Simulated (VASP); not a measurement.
# ZnAu (P2_13) in VASP: notebook

ZnAu is run at these levels: PBE; tasks: single point, relaxation of cell and atoms.

Everything below comes from runs of VASP 6.6.1. Logs are shortened: lines on timing, memory, paths and dates and some standing lists are left out, and cuts for length are marked.

## Step 1: The cell of the first run

Symmetry: P2_13, No. 198, cubic system. Conventional cell: a = 4.935 Å, b = 4.935 Å, c = 4.935 Å, α = 90.00°, β = 90.00°, γ = 90.00°. Within 3.3 Å of Zn (site symmetry 3) lie 7 Au at 2.47 to 2.78 Å and 6 Zn at 3.02 Å. Within 3.3 Å of Au (site symmetry 3) lie 7 Zn at 2.47 to 2.78 Å and 6 Au at 3.05 Å.

## Step 2: Single point, PBE

The input, INCAR:

```
PREC = Accurate
ENCUT = 520
EDIFF = 1E-6
ISMEAR = 0
SIGMA = 0.1
LREAL = F
LASPH = T
NELM = 60
ALGO = Normal
ISIF = 2
LWAVE = F
LCHARG = T
GGA = PE
LELF = T
LVHAR = T
NBANDS = 56
```

The input, KPOINTS:

```
Automatic mesh
0
Gamma
  4 4 4
```

The input, POSCAR:

```
ZnAu
1.0
    4.9353051241      0.0000000000      0.0000000000
    0.0000000000      4.9353051241      0.0000000000
    0.0000000000      0.0000000000      4.9353051241
Zn Au
4 4
Direct
    0.1340000000      0.1340000000      0.1340000000
    0.3660000000      0.8660000000      0.6340000000
    0.6340000000      0.3660000000      0.8660000000
    0.8660000000      0.6340000000      0.3660000000
    0.8445000000      0.8445000000      0.8445000000
    0.6555000000      0.1555000000      0.3445000000
    0.3445000000      0.6555000000      0.1555000000
    0.1555000000      0.3445000000      0.6555000000
```

Potentials or basis: VASP PAW PBE potentials, release 64 (Zn, Au).

Started as:

```sh
cat potpaw_PBE.64/Zn/POTCAR potpaw_PBE.64/Au/POTCAR > POTCAR
mpirun -np 1 vasp_std > vasp.out
```

OUTCAR:

```text
PREC = Accurate
   ENCUT = 520
   EDIFF = 1E-6
   ISMEAR = 0
   LREAL = F
   LASPH = T
   NELM = 60
   ISIF = 2
   GGA = PE

 ion  position               nearest neighbor table
   1  0.134  0.134  0.134-   5 2.47   6 2.58   7 2.58   8 2.58   7 2.78   8 2.78   6 2.78   3 3.02
                             4 3.02   2 3.02   2 3.02   4 3.02   3 3.02
   2  0.366  0.866  0.634-   6 2.47   5 2.58   8 2.58   7 2.58   7 2.78   8 2.78   5 2.78   1 3.02
                             1 3.02   3 3.02   3 3.02   4 3.02   4 3.02
   3  0.634  0.366  0.866-   7 2.47   5 2.58   8 2.58   6 2.58   8 2.78   6 2.78   5 2.78   1 3.02
                             4 3.02   2 3.02   2 3.02   4 3.02   1 3.02
   4  0.866  0.634  0.366-   8 2.47   7 2.58   6 2.58   5 2.58   6 2.78   5 2.78   7 2.78   1 3.02
                             3 3.02   2 3.02   1 3.02   2 3.02   3 3.02
   5  0.844  0.844  0.844-   1 2.47   2 2.58   3 2.58   4 2.58   3 2.78   4 2.78   2 2.78   6 3.05
                             7 3.05   8 3.05   6 3.05   8 3.05   7 3.05
   6  0.656  0.156  0.344-   2 2.47   1 2.58   4 2.58   3 2.58   3 2.78   4 2.78   1 2.78   8 3.05
                             5 3.05   5 3.05   7 3.05   7 3.05   8 3.05
   7  0.344  0.656  0.156-   3 2.47   1 2.58   4 2.58   2 2.58   4 2.78   2 2.78   1 2.78   8 3.05
                             5 3.05   8 3.05   6 3.05   6 3.05   5 3.05
   8  0.156  0.344  0.656-   4 2.47   3 2.58   2 2.58   1 2.58   2 2.78   1 2.78   3 2.78   7 3.05
                             5 3.05   7 3.05   5 3.05   6 3.05   6 3.05

  LATTYP: Found a simple cubic cell.
 ALAT       =     4.9353051241

  Lattice vectors:

 A1 = (   4.9353051241,   0.0000000000,   0.0000000000)
 A2 = (   0.0000000000,   4.9353051241,   0.0000000000)
 A3 = (   0.0000000000,   0.0000000000,   4.9353051241)

Analysis of symmetry for initial positions (statically):
=====================================================================
 Subroutine PRICEL returns:
 Original cell was already a primitive cell.

 Routine SETGRP: Setting up the symmetry group for a
 simple cubic supercell.

 Subroutine GETGRP returns: Found 12 space group operations
 (whereof  3 operations were pure point group operations)
 out of a pool of 48 trial point group operations.

The static configuration has the point symmetry C_3 .
 The point group associated with its full space group is T   .

Analysis of symmetry for dynamics (positions and initial velocities):
=====================================================================
 Subroutine PRICEL returns:
 Original cell was already a primitive cell.

 Routine SETGRP: Setting up the symmetry group for a
 simple cubic supercell.

 Subroutine GETGRP returns: Found 12 space group operations
 (whereof  3 operations were pure point group operations)
 out of a pool of 48 trial point group operations.

The dynamic configuration has the point symmetry C_3 .
 The point group associated with its full space group is T   .

 Subroutine INISYM returns: Found 12 space group operations
 (whereof  3 operations are pure point group operations),
 and found     1 'primitive' translations

----------------------------------------------------------------------------------------

                                     Primitive cell

  volume of cell :     120.2104

  direct lattice vectors                    reciprocal lattice vectors
     4.935305124  0.000000000  0.000000000     0.202621717  0.000000000  0.000000000
     0.000000000  4.935305124  0.000000000     0.000000000  0.202621717  0.000000000
     0.000000000  0.000000000  4.935305124     0.000000000  0.000000000  0.202621717

  length of vectors
     4.935305124  4.935305124  4.935305124     0.202621717  0.202621717  0.202621717

  position of ions in fractional coordinates (direct lattice)
     0.134000000  0.134000000  0.134000000
     0.366000000  0.866000000  0.634000000
     0.634000000  0.366000000  0.866000000
     0.866000000  0.634000000  0.366000000
     0.844500000  0.844500000  0.844500000
     0.655500000  0.155500000  0.344500000
     0.344500000  0.655500000  0.155500000
     0.155500000  0.344500000  0.655500000

  ion indices of the primitive-cell ions
   primitive index   ion index
                 1           1
                 2           2
                 3           3
                 4           4
                 5           5
                 6           6
                 7           7
                 8           8

----------------------------------------------------------------------------------------

 KPOINTS: Automatic mesh

Automatic generation of k-mesh.
 Grid dimensions read from file:
 generate k-points for:    4    4    4

 Generating k-lattice:

  Cartesian coordinates                     Fractional coordinates (reciprocal lattice)
     0.050655429  0.000000000  0.000000000     0.250000000  0.000000000  0.000000000
     0.000000000  0.050655429  0.000000000     0.000000000  0.250000000  0.000000000
     0.000000000  0.000000000  0.050655429     0.000000000  0.000000000  0.250000000

  Length of vectors
     0.050655429  0.050655429  0.050655429

  Shift w.r.t. Gamma in fractional coordinates (k-lattice)
     0.000000000  0.000000000  0.000000000

 Subroutine IBZKPT returns following result:
 ===========================================

 Found     11 irreducible k-points:

 Following reciprocal coordinates:
            Coordinates               Weight
  0.000000  0.000000  0.000000      1.000000
  0.250000  0.000000  0.000000      6.000000
  0.500000  0.000000  0.000000      3.000000
  0.250000  0.250000  0.000000     12.000000
  0.500000  0.250000  0.000000      6.000000
 -0.250000  0.500000  0.000000      6.000000
  0.500000  0.500000  0.000000      3.000000
  0.250000  0.250000  0.250000      8.000000
  0.500000  0.250000  0.250000     12.000000
  0.500000  0.500000  0.250000      6.000000
  0.500000  0.500000  0.500000      1.000000
   k-points           NKPTS =     11   k-points in BZ     NKDIM =     11   number of bands    NBANDS=     56
   number of dos      NEDOS =    301   number of ions     NIONS =      8
   total plane-waves  NPLWV =  64000
   dimension x,y,z NGX =    40 NGY =   40 NGZ =   40
   dimension x,y,z NGXF=    80 NGYF=   80 NGZF=   80
   ions per type =               4   4
   NGX,Y,Z   is equivalent  to a cutoff of  13.47, 13.47, 13.47 a.u.
   NGXF,Y,Z  is equivalent  to a cutoff of  26.95, 26.95, 26.95 a.u.
 SYSTEM =  unknown system
   PREC   = accura    normal or accurate (medium, high low for compatibility)
   ISTART =      0    job   : 0-new  1-cont  2-samecut
   ICHARG =      2    charge: 1-file 2-atom 10-const
   ISPIN  =      1    spin polarized calculation?
   LNONCOLLINEAR =      F non collinear calculations
   LSORBIT =      F    spin-orbit coupling
   LASPH  =      T    aspherical Exc in radial PAW
   ENCUT  =  520.0 eV  38.22 Ry    6.18 a.u.   9.18  9.18  9.18*2*pi/ulx,y,z
   NELM   =     60;   NELMIN=  2; NELMDL= -5     # of ELM steps
   EDIFF  = 0.1E-05   stopping-criterion for ELM
   LREAL  =      F    real-space projection
   EDIFFG = 0.1E-04   stopping-criterion for IOM
   NSW    =      0    number of steps for IOM
   IBRION =     -1    ionic relax: 0-MD 1-quasi-New 2-CG
   NFREE  =      0    steps in history (QN), initial steepest desc. (CG)
   ISIF   =      2    stress and relaxation
   ISYM   =      2    0-nonsym 1-usesym 2-fastsym
   POTIM  = 0.5000    time-step for ionic-motion
   TEBEG  =    0.0;   TEEND  =   0.0 temperature during run
   PSTRESS=    0.0 pullay stress
   NELECT =      92.0000    total number of electrons
   NUPDOWN=      -1.0000    fix difference up-down
   EMIN   =  10.00;   EMAX   =-10.00  energy-range for DOS
   EFERMI =   0.00;   METHOD = LEGACY
   ISMEAR =     0;   SIGMA  =   0.10  broadening in eV -4-tet -1-fermi 0-gaus
   EFERMI_NEDOS =   21; number of points for ismear=-14 and -15
   IALGO  =     38    algorithm
   IMIX   =      4    mixing-type and parameters
     AMIX     =   0.40;   BMIX     =  1.00
     AMIX_MAG =   1.60;   BMIX_MAG =  1.00
  volume/ion in A,a.u.               =      15.03       101.40
  Fermi-wavevector in a.u.,A,eV,Ry     =   1.497465  2.829799 30.509736  2.242402
  Thomas-Fermi vector in A             =   2.609350
   LORBIT       =      0    0 simple, 1 ext, 2 COOP (PROOUT), +10 PAW based schemes
   GGA     = PE    functional components
   LHFCALC =     F    Hartree Fock is set to
   AEXX    =    0.0000 exact exchange contribution
   IVDW    =     0    specifies the selected vdW correction
   LEPSILON=     F    determine dielectric tensor
   LRPA    =     F    only Hartree local field effects (RPA)
 non-spin polarized calculation
 Gauss-broadening in eV      SIGMA  =   0.10
  energy-cutoff  :      520.00
  volume of cell :      120.21
 maximum number of plane-waves:      3243
 NGX is ok and might be reduce to    40
   NGX = 19   NGY = 19   NGZ = 19

 number of electron      92.0000002 magnetization

 Free energy of the ion-electron system (eV)
  ---------------------------------------------------
  ext. energy  EPLUGINS =         0.00000000
  ---------------------------------------------------
  free energy    TOTEN  =       -18.21618596 eV

  energy without entropy =      -18.20604107  energy(sigma->0) =      -18.21111352

 E-fermi :   7.3293     XC(G=0): -12.5559

 val. band max:        7.1863287828   @ k =   0.5000   0.0000   0.0000
 cond. band min:       7.3781818933   @ k =  -0.2500   0.5000   0.0000
 fundamental gap:      0.1918531105
 Fermi energy:         7.3292549411

 k-point     1 :       0.0000    0.0000    0.0000
  band No.  band energies     occupation
      1      -3.4605      2.00000
      2      -0.7055      2.00000
      3      -0.7055      2.00000
      4      -0.7055      2.00000
      5      -0.4934      2.00000
      6      -0.4934      2.00000
[... 638 lines left out ...]
     55      15.9036      0.00000
     56      15.9036      0.00000

------------------------ aborting loop because EDIFF is reached ----------------------------------------

  FORCE on cell =-STRESS in cart. coord.  units (eV):
  Direction    XX          YY          ZZ          XY          YZ          ZX
  --------------------------------------------------------------------------------------
  -------------------------------------------------------------------------------------
  Total       11.6245908     11.6245908     11.6245908     -0.0000000     -0.0000000      0.0000000
  in kB      154.9338214    154.9338214    154.9338214     -0.0000000     -0.0000000      0.0000000
  external PRESSURE =     154.9338214 kB  Pullay stress =       0.0000000 kB

 VOLUME and BASIS-vectors are now :
 -----------------------------------------------------------------------------
  energy-cutoff  :      520.00
  volume of cell :      120.21
      direct lattice vectors                 reciprocal lattice vectors
     4.935305124  0.000000000  0.000000000     0.202621717  0.000000000  0.000000000
     0.000000000  4.935305124  0.000000000     0.000000000  0.202621717  0.000000000
     0.000000000  0.000000000  4.935305124     0.000000000  0.000000000  0.202621717

 POSITION                                       TOTAL-FORCE (eV/Angst)
 -----------------------------------------------------------------------------------
      0.66133      0.66133      0.66133         0.798808      0.798808      0.798808
      1.80632      4.27397      3.12898        -0.798808     -0.798808      0.798808
      3.12898      1.80632      4.27397         0.798808     -0.798808     -0.798808
      4.27397      3.12898      1.80632        -0.798808      0.798808     -0.798808
      4.16787      4.16787      4.16787         0.023440      0.023440      0.023440
      3.23509      0.76744      1.70021        -0.023440     -0.023440      0.023440
      1.70021      3.23509      0.76744         0.023440     -0.023440     -0.023440
      0.76744      1.70021      3.23509        -0.023440      0.023440     -0.023440
 -----------------------------------------------------------------------------------
    total drift:                                0.000000     -0.000000      0.000000

  FREE ENERGIE OF THE ION-ELECTRON SYSTEM (eV)
  ---------------------------------------------------
  free  energy   TOTEN  =       -18.2161859624 eV

  energy  without entropy=      -18.2060410691  energy(sigma->0) =      -18.21111352
```

Run time: 1.9 min. Hardware: 1 thread of Oxide Virtual Turin-like, shared host; peak memory 0.22 GiB.

Results:

```yaml
Free_energy: -18.2162 eV
Pressure: 15.5 GPa
Largest_force: 1.384 eV/Å
Band_gap_on_the_k_mesh: zero (bands 46 and 47 overlap by 2.80 eV)
```

Forces on the atoms (eV/Å):
```
Zn   0.799  0.799  0.799
Zn  -0.799 -0.799  0.799
Zn   0.799 -0.799 -0.799
Zn  -0.799  0.799 -0.799
Au   0.023  0.023  0.023
Au  -0.023 -0.023  0.023
Au   0.023 -0.023 -0.023
Au  -0.023  0.023 -0.023
```

Caveat: the cell stands under pressure; spin-orbit coupling is left out, which moves the levels of the heavy elements; forces of over 1 eV/Å act on the atoms, so gaps and moduli don't describe the material at rest.

[end of part 1 of 3]

The gap in the log of VASP goes by the Fermi energy; the results here count the filled bands.